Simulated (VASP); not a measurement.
Nb, 1 atom in the cell. The structure is hexagonal, space group P6/mmm (No. 191). Conventional cell: a = 2.730 Å, b = 2.730 Å, c = 2.593 Å, α = 90.00°, β = 90.00°, γ = 120.00°. Nb (site symmetry 6/mmm) has 8 Nb at 2.59 to 2.73 Å within 3.4 Å. 

* Program: VASP 6.6.1
* Task: single point
* Functional: PBE
* Potentials or basis: VASP PAW PBE potentials, release 64 (Nb_sv)
* Cutoff: 520 eV
* k mesh: 16 × 16 × 15
* Occupations: fermi-dirac, width 0.08 eV
* Spin: no spin polarisation
* Dipole correction: no
* Further INCAR settings: ALGO = Normal; EDIFF = 1e-06; NBANDS = 12

Potentials or basis: VASP PAW PBE potentials, release 64 (Nb_sv).

Run with:

```sh
$ cat potpaw_PBE.64/Nb_sv/POTCAR > POTCAR
$ mpirun -np 1 vasp_std > vasp.out
```

Hardware: 1 thread of Intel(R) Xeon(R) Platinum 8259CL CPU @ 2.50GHz (Skylake/Cascade Lake) (shared host).

Task: Estimate the wall time of this run.

Result: It took 39 s on 1 thread of Intel(R) Xeon(R) Platinum 8259CL CPU @ 2.50GHz (Skylake/Cascade Lake) (shared host), peak memory 0.16 GiB. Counts: scf iterations 12, k points 240.
